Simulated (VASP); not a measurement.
# Zn3Bi2 (P4/mmm) in VASP: a series of runs, part 2 of 2

VASP 6.6.1. Earlier steps stand in the parts before.

## Step 3: Single point, PBE

This run uses another cell than the first one, of 25.80 Å³/atom.

INCAR

```
PREC     = Accurate       # precision mode
ENCUT    = 520            # plane-wave cutoff, eV
EDIFF    = 1E-7           # SCF threshold, eV
ISMEAR   = 0              # smearing method
SIGMA    = 0.1            # smearing width, eV
LREAL    = False          # projectors in reciprocal space
LASPH    = True           # aspherical terms in the spheres
NELM     = 80             # most SCF steps
ALGO     = Normal         # electronic algorithm
ISIF     = 2              # what is computed and relaxed
LWAVE    = False          # write WAVECAR
LCHARG   = False          # write CHGCAR
GGA      = PE             # functional
NBANDS   = 41             # bands
```

KPOINTS

```
regular mesh
0
Gamma
  4 4 4
```

POSCAR

```
Zn3Bi2
1.0
    4.3741053800      0.0000000000      0.0000000000
    0.0000000000      4.3741053800      0.0000000000
    0.0000000000      0.0000000000      6.7424814200
Zn Bi
3 2
Direct
    0.0000000000      0.0000000000      0.0000000000
    0.0000000000      0.0000000000      0.5000000000
    0.5000000000      0.5000000000      0.5000000000
    0.5000000000      0.5000000000      0.1693416400
    0.5000000000      0.5000000000      0.8306583600
```

Potentials or basis: VASP PAW PBE potentials, release 64 (Zn, Bi_d).

The run is started by

```bash
cat potpaw_PBE.64/Zn/POTCAR potpaw_PBE.64/Bi_d/POTCAR > POTCAR
mpirun -np 1 vasp_std > vasp.out
```

OUTCAR:

```text
PREC = Accurate
   ENCUT = 520
   EDIFF = 1E-7
   ISMEAR = 0
   LREAL = False
   LASPH = True
   NELM = 80
   ISIF = 2
   GGA = PE

 ion  position               nearest neighbor table
   1  0.000  0.000  0.000-   4 3.30   5 3.30   4 3.30   5 3.30   4 3.30   5 3.30   4 3.30   5 3.30

   2  0.000  0.000  0.500-
   3  0.500  0.500  0.500-   4 2.23   5 2.23
   4  0.500  0.500  0.169-   3 2.23   5 2.28   1 3.30   1 3.30   1 3.30   1 3.30
   5  0.500  0.500  0.831-   3 2.23   4 2.28   1 3.30   1 3.30   1 3.30   1 3.30

  LATTYP: Found a simple tetragonal cell.
 ALAT       =     4.3741053800
 C/A-ratio  =     1.5414538138

  Lattice vectors:

 A1 = (   4.3741053800,   0.0000000000,   0.0000000000)
 A2 = (   0.0000000000,   4.3741053800,   0.0000000000)
 A3 = (   0.0000000000,   0.0000000000,   6.7424814200)

Analysis of symmetry for initial positions (statically):
=====================================================================
 Subroutine PRICEL returns:
 Original cell was already a primitive cell.

 Routine SETGRP: Setting up the symmetry group for a
 simple tetragonal supercell.

 Subroutine GETGRP returns: Found 16 space group operations
 (whereof 16 operations were pure point group operations)
 out of a pool of 16 trial point group operations.

The static configuration has the point symmetry D_4h.

Analysis of symmetry for dynamics (positions and initial velocities):
=====================================================================
 Subroutine PRICEL returns:
 Original cell was already a primitive cell.

 Routine SETGRP: Setting up the symmetry group for a
 simple tetragonal supercell.

 Subroutine GETGRP returns: Found 16 space group operations
 (whereof 16 operations were pure point group operations)
 out of a pool of 16 trial point group operations.

The dynamic configuration has the point symmetry D_4h.

[... 115 lines left out ...]
   IMIX   =      4    mixing-type and parameters
     AMIX     =   0.40;   BMIX     =  1.00
     AMIX_MAG =   1.60;   BMIX_MAG =  1.00
  volume/ion in A,a.u.               =      25.80       174.11
  Fermi-wavevector in a.u.,A,eV,Ry     =   1.309353  2.474318 23.325898  1.714405
  Thomas-Fermi vector in A             =   2.439957
   LORBIT       =      0    0 simple, 1 ext, 2 COOP (PROOUT), +10 PAW based schemes
   GGA     = PE    functional components
   LHFCALC =     F    Hartree Fock is set to
   AEXX    =    0.0000 exact exchange contribution
   IVDW    =     0    specifies the selected vdW correction
   LEPSILON=     F    determine dielectric tensor
   LRPA    =     F    only Hartree local field effects (RPA)
 non-spin polarized calculation
 Gauss-broadening in eV      SIGMA  =   0.10
  energy-cutoff  :      520.00
  volume of cell :      129.00
 maximum number of plane-waves:      3500
 NGX is ok and might be reduce to    36
   NGX = 17   NGY = 17   NGZ = 25

 number of electron      66.0000015 magnetization

 Free energy of the ion-electron system (eV)
  ---------------------------------------------------
  ext. energy  EPLUGINS =         0.00000000
  ---------------------------------------------------
  free energy    TOTEN  =        -3.34409731 eV

  energy without entropy =       -3.32494426  energy(sigma->0) =       -3.33452079

 E-fermi :   4.2756     XC(G=0):  -9.7762

 val. band max:        4.2379740215   @ k =   0.2500   0.2500   0.0000
 cond. band min:       4.2796242882   @ k =   0.2500   0.2500   0.2500
 fundamental gap:      0.0416502667
 Fermi energy:         4.2756135295

 k-point     1 :       0.0000    0.0000    0.0000
  band No.  band energies     occupation
      1     -21.2672      2.00000
      2     -20.0397      2.00000
      3     -20.0397      2.00000
      4     -19.2945      2.00000
      5     -19.2828      2.00000
      6     -19.1525      2.00000
[... 781 lines left out ...]
     40       9.8636      0.00000
     41       9.8636      0.00000

------------------------ aborting loop because EDIFF is reached ----------------------------------------

  FORCE on cell =-STRESS in cart. coord.  units (eV):
  Direction    XX          YY          ZZ          XY          YZ          ZX
  --------------------------------------------------------------------------------------
  -------------------------------------------------------------------------------------
  Total       -1.8010566     -1.8010566     51.7093458      0.0000000      0.0000000      0.0000000
  in kB      -22.3686461    -22.3686461    642.2163884      0.0000000      0.0000000      0.0000000
  external PRESSURE =     199.1596988 kB  Pullay stress =       0.0000000 kB

 VOLUME and BASIS-vectors are now :
 -----------------------------------------------------------------------------
  energy-cutoff  :      520.00
  volume of cell :      129.00
      direct lattice vectors                 reciprocal lattice vectors
     4.374105380  0.000000000  0.000000000     0.228618177  0.000000000  0.000000000
     0.000000000  4.374105380  0.000000000     0.000000000  0.228618177  0.000000000
     0.000000000  0.000000000  6.742481420     0.000000000  0.000000000  0.148313349

 POSITION                                       TOTAL-FORCE (eV/Angst)
 -----------------------------------------------------------------------------------
      0.00000      0.00000      0.00000         0.000000      0.000000      0.000000
      0.00000      0.00000      3.37124         0.000000      0.000000      0.000000
      2.18705      2.18705      3.37124         0.000000      0.000000      0.000000
      2.18705      2.18705      1.14178         0.000000     -0.000000      7.792756
      2.18705      2.18705      5.60070         0.000000      0.000000     -7.792756
 -----------------------------------------------------------------------------------
    total drift:                                0.000000      0.000000      0.000000

  FREE ENERGIE OF THE ION-ELECTRON SYSTEM (eV)
  ---------------------------------------------------
  free  energy   TOTEN  =        -3.3440973128 eV

  energy  without entropy=       -3.3249442621  energy(sigma->0) =       -3.33452079
```

OSZICAR:

```text
N       E                     dE             d eps       ncg     rms          rms(c)
DAV:   1     0.622804526295E+03    0.62280E+03   -0.33776E+04  1476   0.218E+03
DAV:   2     0.660349476553E+02   -0.55677E+03   -0.54394E+03  1476   0.518E+02
DAV:   3    -0.969357834369E+00   -0.67004E+02   -0.66109E+02  1670   0.185E+02
DAV:   4    -0.358973801258E+01   -0.26204E+01   -0.26123E+01  1621   0.383E+01
DAV:   5    -0.368731472822E+01   -0.97577E-01   -0.97570E-01  2156   0.645E+00    0.588E+00
DAV:   6    -0.339064852553E+01    0.29667E+00   -0.10411E+00  1937   0.138E+01    0.415E+00
DAV:   7    -0.335247849385E+01    0.38170E-01   -0.18884E-01  1720   0.411E+00    0.162E+00
DAV:   8    -0.334458263713E+01    0.78959E-02   -0.40609E-02  2121   0.193E+00    0.272E-01
DAV:   9    -0.334416556068E+01    0.41708E-03   -0.34070E-03  1715   0.585E-01    0.103E-01
DAV:  10    -0.334408550399E+01    0.80057E-04   -0.74607E-04  1639   0.259E-01    0.286E-02
DAV:  11    -0.334409351672E+01   -0.80127E-05   -0.13062E-04  1778   0.103E-01    0.140E-02
DAV:  12    -0.334409611617E+01   -0.25995E-05   -0.16741E-05  1752   0.319E-02    0.680E-03
DAV:  13    -0.334409724409E+01   -0.11279E-05   -0.32522E-06  1722   0.155E-02    0.169E-03
DAV:  14    -0.334409731276E+01   -0.68665E-07   -0.55053E-07  1368   0.772E-03
   1 F= -.33440973E+01 E0= -.33345208E+01  d E =-.191531E-01
```

stdout:

```text
POSCAR found type information on POSCAR ZnBi
 POSCAR found :  2 types and       5 ions
 scaLAPACK will be used
 LDA part: xc-table for (Slater+PW92), standard interpolation
 POSCAR, INCAR and KPOINTS ok, starting setup
 FFT: planning ... GRIDC
 FFT: planning ... GRID_SOFT
 FFT: planning ... GRID
 WAVECAR not read
 entering main loop
```

Run time: 2.3 min. Hardware: 1 thread of Intel Xeon Platinum 8375C at 2.90GHz (Ice Lake), shared host; peak memory 0.28 GiB.

What came out:

| Property | Result |
| --- | --- |
| Free energy | -3.3441 eV |
| Pressure | 19.9 GPa |
| Largest force | 7.793 eV/Å |
| Band gap on the k mesh | zero (bands 33 and 34 overlap by 3.58 eV) |

Forces in eV/Å, atoms in the order of the input:
```
Zn   0.000  0.000  0.000
Zn   0.000  0.000  0.000
Zn   0.000  0.000  0.000
Bi   0.000  0.000  7.793
Bi   0.000  0.000 -7.793
```

Stress tensor (GPa, compression positive):
```
-2.24  0.00  0.00
 0.00 -2.24  0.00
 0.00  0.00 64.22
```

Levels at points of the mesh, in eV from the Fermi level:
| k point | band 31 | band 32 | band 33 | band 34 | band 35 | band 36 |
| --- | --- | --- | --- | --- | --- | --- |
| (0.00, 0.00, 0.00) | -2.67 | -0.07 | 1.24 | 1.63 | 1.63 | 2.40 |
| (0.50, 0.00, 0.00) | -1.93 | -1.77 | 1.17 | 1.55 | 2.00 | 2.77 |
| (0.50, 0.50, 0.00) | -3.40 | -0.91 | -0.33 | -0.33 | -0.09 | -0.09 |
| (0.00, 0.00, 0.50) | -2.15 | -2.15 | -0.22 | -0.22 | -0.08 | 3.79 |
| (0.50, 0.00, 0.50) | -1.70 | -1.29 | 0.66 | 0.80 | 1.57 | 1.93 |
| (0.50, 0.50, 0.50) | -2.92 | -2.42 | -2.42 | -2.34 | -0.69 | 2.79 |

Caveat: the stress differs along the axes, from -2 to 64 GPa; spin-orbit coupling is left out, which moves the levels of the heavy elements; forces of over 1 eV/Å act on the atoms, so gaps and moduli don't describe the material at rest.

## Step 4: Single point, PBE

This run uses another cell than the first one, of 24.34 Å³/atom.

INCAR

```
SYSTEM = Zn3Bi2
ALGO = Fast
EDIFF = 1E-6
ENCUT = 520
GGA = PE
ISIF = 2
ISMEAR = 0
LASPH = .True.
LCHARG = .True.
LELF = .True.
LREAL = .False.
LVHAR = .True.
LWAVE = .False.
NBANDS = 41
NELM = 100
PREC = Accurate
SIGMA = 0.1
```

KPOINTS

```
k-points
0
Gamma
  6 6 2
  0 0 0
```

POSCAR

```
Zn3Bi2
1.0
    3.5933109405      0.0000000000      0.0000000000
    0.0000000000      3.5933109405      0.0000000000
    0.0000000000      0.0000000000      9.4236730185
Zn Bi
3 2
Direct
    0.0000000000      0.0000000000      0.0000000000
    0.0000000000      0.0000000000      0.5000000000
    0.5000000000      0.5000000000      0.5000000000
    0.5000000000      0.5000000000      0.1892094520
    0.5000000000      0.5000000000      0.8107905480
```

The run is started by

```bash
cat potpaw_PBE.64/Zn/POTCAR potpaw_PBE.64/Bi_d/POTCAR > POTCAR
mpirun -np 1 vasp_std > vasp.out
```

Run time: 2.3 min. Hardware: 1 thread of Intel Xeon Platinum 8375C at 2.90GHz (Ice Lake), shared host; peak memory 0.26 GiB.

It converged, with:

- Free energy: -10.1619 eV
- Pressure: 0.0 GPa
- Largest force: 0.032 eV/Å
- Band gap on the k mesh: zero (bands 33 and 34 overlap by 3.72 eV)

Forces in eV/Å, atoms in the order of the input:
```
Zn   0.000  0.000  0.000
Zn   0.000  0.000  0.000
Zn   0.000  0.000  0.000
Bi   0.000  0.000 -0.032
Bi   0.000  0.000  0.032
```

Stress tensor (GPa, compression positive):
```
 0.06  0.00  0.00
 0.00  0.06  0.00
 0.00  0.00 -0.03
```

Levels at points of the mesh, in eV from the Fermi level:
```
           k point  band 31  band 32  band 33  band 34  band 35  band 36
(0.00, 0.00, 0.00)     0.88     0.88     2.40     2.48     2.48     3.19
(0.50, 0.00, 0.00)    -3.89    -1.17    -0.41     1.41     2.46     2.87
(0.50, 0.50, 0.00)    -1.92    -1.87    -1.87    -1.26    -1.26    -0.81
(0.00, 0.00, 0.50)     0.42     1.04     1.04     1.93     1.93     3.92
(0.50, 0.00, 0.50)    -3.15    -2.92     0.04     2.42     2.98     3.43
(0.50, 0.50, 0.50)    -2.54    -1.88    -1.51    -1.32    -0.96    -0.51
```

Caveat: spin-orbit coupling is left out, which moves the levels of the heavy elements.

## Step 5: Relaxation of cell and atoms, PBE

This run uses another cell than the first one, of 25.80 Å³/atom.

INCAR

```
SYSTEM = Zn3Bi2
PREC = Accurate
ENCUT = 600
EDIFF = 1E-6
ISMEAR = 0
SIGMA = 0.1
LREAL = .FALSE.
LASPH = .TRUE.
NELM = 60
ALGO = Fast
ISIF = 3
LWAVE = .FALSE.
LCHARG = .FALSE.
GGA = PE
IBRION = 2
NSW = 90
EDIFFG = -0.04
```

KPOINTS

```
regular mesh
0
G
  4 4 4
  0 0 0
```

POSCAR

```
Zn3Bi2
1.0
    4.3741053800      0.0000000000      0.0000000000
    0.0000000000      4.3741053800      0.0000000000
    0.0000000000      0.0000000000      6.7424814200
Zn Bi
3 2
Direct
    0.0000000000      0.0000000000      0.0000000000
    0.0000000000      0.0000000000      0.5000000000
    0.5000000000      0.5000000000      0.5000000000
    0.5000000000      0.5000000000      0.1693416400
    0.5000000000      0.5000000000      0.8306583600
```

The run is started by

```bash
cat potpaw_PBE.64/Zn/POTCAR potpaw_PBE.64/Bi_d/POTCAR > POTCAR
mpirun -np 1 vasp_std > vasp.out
```

Run time: 40 min. Hardware: 1 thread of Intel Xeon Platinum 8375C at 2.90GHz (Ice Lake), shared host; peak memory 0.34 GiB.

Results (log left out):

```yaml
Free_energy: -10.1011 eV
Relaxed_volume: 24.29 Å³/atom
Relaxed_cell: a = 3.654 Å, b = 3.654 Å, c = 9.094 Å, α = 90.00°, β = 90.00°, γ = 90.00°
Space_group_after_relaxing_to_0.1_Å: P4/mmm (No. 123)
Energy_gained_by_relaxing: 1351.4 meV/atom
Ionic_steps: 21
Pressure_after_relaxing: 0.0 GPa
Largest_force_after_relaxing: 0.004 eV/Å
Band_gap_on_the_k_mesh: zero (bands 33 and 34 overlap by 3.73 eV)
```

Forces in eV/Å, atoms in the order of the input:
```
Zn   0.000  0.000  0.000
Zn   0.000  0.000  0.000
Zn   0.000  0.000  0.000
Bi   0.000  0.000 -0.004
Bi   0.000  0.000  0.004
```

Stress tensor (GPa, compression positive):
```
-0.07  0.00  0.00
 0.00 -0.07  0.00
 0.00  0.00  0.15
```

The path:
| step | energy change (eV) | largest force (eV/Å) | pressure (GPa) | volume (Å³) |
| --- | --- | --- | --- | --- |
| 1 | 0.0000 | 7.7917 | 19.92 | 129.00 |
| 2 | -4.5558 | 0.0788 | -5.87 | 186.70 |
| 3 | -4.7667 | 1.8730 | -2.14 | 157.87 |
| 4 | -4.9098 | 1.0084 | -4.31 | 169.87 |
| 5 | -5.8847 | 0.5936 | -5.10 | 151.62 |
| 6 | -6.3865 | 0.5120 | -4.33 | 137.62 |
| 7 | -6.1300 | 0.0624 | 6.16 | 110.72 |
| 8 | -6.5364 | 0.5057 | -3.13 | 129.93 |
| 9 | -6.5809 | 0.4295 | -0.58 | 121.79 |
| 10 | -6.5904 | 0.4678 | -1.79 | 124.95 |
| 11 | -6.5917 | 0.4533 | -1.47 | 124.09 |
| 12 | -6.6666 | 0.4349 | 0.85 | 118.25 |
| 13 | -6.6676 | 0.4277 | 1.15 | 117.60 |
| 14 | -6.7159 | 0.2745 | 0.55 | 119.22 |
| 15 | -6.7121 | 0.3763 | -0.67 | 123.94 |
| 16 | -6.7521 | 0.1258 | 0.02 | 121.03 |
| 17 | -6.7563 | 0.0018 | -0.27 | 122.09 |
| 18 | -6.7568 | 0.0466 | -0.19 | 121.79 |
| 19 | -6.7568 | 0.0297 | -0.22 | 121.87 |
| 20 | -6.7570 | 0.0256 | 0.12 | 121.12 |
| 21 | -6.7572 | 0.0039 | 0.00 | 121.43 |

Final structure:
```
Zn Bi
1.0
     3.65425    0.00000    0.00000
     0.00000    3.65425    0.00000
     0.00000    0.00000    9.09385
Zn Bi
3 2
Cartesian
  0.0000 0.0000 0.0000
  0.0000 0.0000 4.5469
  1.8271 1.8271 4.5469
  1.8271 1.8271 1.7484
  1.8271 1.8271 7.3454
```

Levels at points of the mesh, in eV from the Fermi level:
| k point | band 31 | band 32 | band 33 | band 34 | band 35 | band 36 |
| --- | --- | --- | --- | --- | --- | --- |
| (0.00, 0.00, 0.00) | 0.54 | 0.54 | 2.11 | 2.29 | 2.29 | 3.16 |
| (0.50, 0.00, 0.00) | -3.77 | -0.78 | -0.38 | 1.69 | 2.46 | 2.73 |
| (0.50, 0.50, 0.00) | -2.20 | -1.80 | -1.80 | -1.16 | -1.16 | -0.93 |
| (0.00, 0.00, 0.50) | 0.75 | 0.75 | 0.87 | 1.62 | 1.62 | 4.03 |
| (0.50, 0.00, 0.50) | -3.27 | -2.60 | 0.10 | 2.61 | 2.95 | 3.07 |
| (0.50, 0.50, 0.50) | -2.61 | -2.16 | -1.70 | -1.61 | -1.11 | -0.22 |

Caveat: a cell axis changed by over 15 % at a fixed basis, so the end point is rough; spin-orbit coupling is left out, which moves the levels of the heavy elements.

## Step 6: Overview

```tsv
task	cell	k mesh	cutoff (eV)	gap on the mesh (eV)	pressure (GPa)	largest force (eV/Å)
single point	a = 3.646, b = 3.646, c = 9.119 Å, 5 atoms, atomic positions A	4 × 4 × 4	520	none	0.1	0.01
single point	a = 4.374, b = 4.374, c = 6.742 Å, 5 atoms, atomic positions B	4 × 4 × 4	520	none	19.9	7.79
single point	a = 3.593, b = 3.593, c = 9.424 Å, 5 atoms, atomic positions C	6 × 6 × 2	520	none	0.0	0.03
relaxation of cell and atoms	relaxed from a = 4.374, b = 4.374, c = 6.742 Å, 5 atoms, atomic positions B	4 × 4 × 4	600	none	0.0	-
```

Alike in all rows: level PBE; potentials or basis VASP PAW PBE potentials, release 64 (Zn, Bi_d); no spin polarisation; smearing gaussian 0.1 eV.

Caveats: some runs use coarse meshes; spin-orbit coupling is left out, which moves the levels of the heavy elements; the stress differs along the axes, from -2 to 64 GPa (at least some runs); forces of over 1 eV/Å act on the atoms, so gaps and moduli don't describe the material at rest (at least some runs); a cell axis changed by over 15 % at a fixed basis, so the end point is rough (at least some runs).

Total energies depend on the potentials used, so only differences within one code and one set of settings carry meaning.

The gap in the log of VASP goes by the Fermi energy; the results here count the filled bands.